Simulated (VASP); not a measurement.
Wanted: the native input for a VASP 6.6.1 run.

* Task: single point
* Functional: PBE
* Potentials or basis: VASP PAW PBE potentials, release 64 (Ta_pv, S)
* Cutoff: 500 eV
* k mesh: 9 × 9 × 5
* Occupations: fermi-dirac, width 0.03 eV
* Spin: no spin polarisation
* Dipole correction: no
* Further INCAR settings: ALGO = Normal; EDIFF = 1e-06; NBANDS = 18

The structure of TaS2 lies in POSCAR:

```
TaS2
1.0
    3.2830020782      0.0000000000      0.0000000000
   -1.6415010391      2.8431632004      0.0000000000
    0.0000000000      0.0000000000      5.8600000000
Ta S
1 2
Direct
    0.0000000000      0.0000000000      0.0000000000
    0.3333333333      0.6666666667      0.2500000000
    0.6666666667      0.3333333333      0.7500000000
```

This cell differs from its parent crystal: equal xx and yy strain of -2 %.

The input as run:

INCAR

```
SYSTEM = TaS2
PREC = Accurate
ENCUT = 500
EDIFF = 1E-6
ISMEAR = -1
SIGMA = 0.03
LREAL = .FALSE.
LASPH = .TRUE.
NELM = 120
ALGO = Normal
ISIF = 2
LWAVE = .FALSE.
LCHARG = .TRUE.
GGA = PE
LELF = .TRUE.
LVHAR = .TRUE.
NBANDS = 18
GGA_COMPAT = .FALSE.
```

KPOINTS

```
Automatic mesh
0
G
  9 9 5
  0 0 0
```

Potentials or basis: VASP PAW PBE potentials, release 64 (Ta_pv, S).

Command:

```console
$ cat potpaw_PBE.64/Ta_pv/POTCAR potpaw_PBE.64/S/POTCAR > POTCAR
$ mpirun -np 1 vasp_std > vasp.out
```

It gave:

| Item | Value |
| --- | --- |
| Pressure | 16.1 GPa |
| Largest force | 1.870 eV/Å |

Caveat: the cell differs from its parent crystal (equal xx and yy strain of -2 %); this functional lacks dispersion, which binds the layers, so the pressure and a relaxed spacing across them are unreliable; forces of over 1 eV/Å act on the atoms, so gaps and moduli don't describe the material at rest.

It took 37 s on 1 thread of Intel(R) Xeon(R) Platinum 8488C (Sapphire Rapids), on a shared host, peak memory 0.19 GiB.
